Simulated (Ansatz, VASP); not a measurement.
## In in VASP and in Ansatz

The input POSCAR:

```
In
1.0
   -1.6190646052      1.6612415974      2.5247666629
    1.6612415974     -1.6190646052      2.5247666629
    1.5669310712      1.5669310712     -2.4970521319
In
1
Direct
    0.0000000000      0.0000000000      0.0000000000
```

Contents of INCAR.step1:

```
  PREC = Accurate
  ENCUT = 520
  ISMEAR = -1
  SIGMA = 0.1
  LREAL = F
  LASPH = T
  NELM = 80
  NBANDS = 12
  GGA = PE
  ALGO = Normal
  EDIFF = 1E-4
  LWAVE = T
  LCHARG = F
```

File INCAR.step2:

```
  PREC = Accurate
  ENCUT = 520
  EDIFF = 1E-6
  ISMEAR = -1
  SIGMA = 0.1
  LREAL = F
  LASPH = T
  NELM = 80
  ALGO = Normal
  ISIF = 2
  LWAVE = F
  LCHARG = F
  METAGGA = R2SCAN
  LMIXTAU = T
  NBANDS = 12
  ISTART = 1
```

Contents of KPOINTS:

```
Automatic mesh
0
Gamma
  11 11 14
```

Input for Ansatz:

```yaml
crystal:
  lattice:
    - [-1.6190646052, 1.6612415974, 2.5247666629]
    - [1.6612415974, -1.6190646052, 2.5247666629]
    - [1.5669310712, 1.5669310712, -2.4970521319]
  atoms:
    - { symbol: In, position: [0.0, 0.0, 0.0] }
hamiltonian:
  xc: r2scan
  pseudopotentials:
    kind: paw
    azcp:
      In: "pseudopotentials/In.paw.azcp"
basis:
  ecutwfc: 500
  fft_grid_basis: typed
kpoints:
  mp_grid: { grid: [11, 11, 14], shift: [0, 0, 0] }
magnetization:
  spin_polarized: false
scf:
  occupations: { method: fermi_dirac, width: 0.1 }
  lower_state_search: "off"
output:
  stress: true
```

Alike in both runs: task single point; functional r2SCAN; k mesh 11 × 11 × 14; occupations fermi-dirac, width 0.1 eV; no spin polarisation.

```csv
,VASP,Ansatz
version,VASP 6.6.1,Ansatz 0.2.0
potentials or method,"VASP PAW PBE potentials, release 64 (In_d), cutoff 520 eV","plane waves (500 eV) with PAW, scalar-relativistic"
valence electrons in the cell,13,13
```

```tsv
	VASP	Ansatz	Ansatz less VASP
pressure (GPa)	0.1	0.1	-0.02
traceless stress, the component that is largest in VASP (GPa)	-0.16	-0.16	+0.001
```

VASP's potentials were made for PBE, not for r2SCAN.
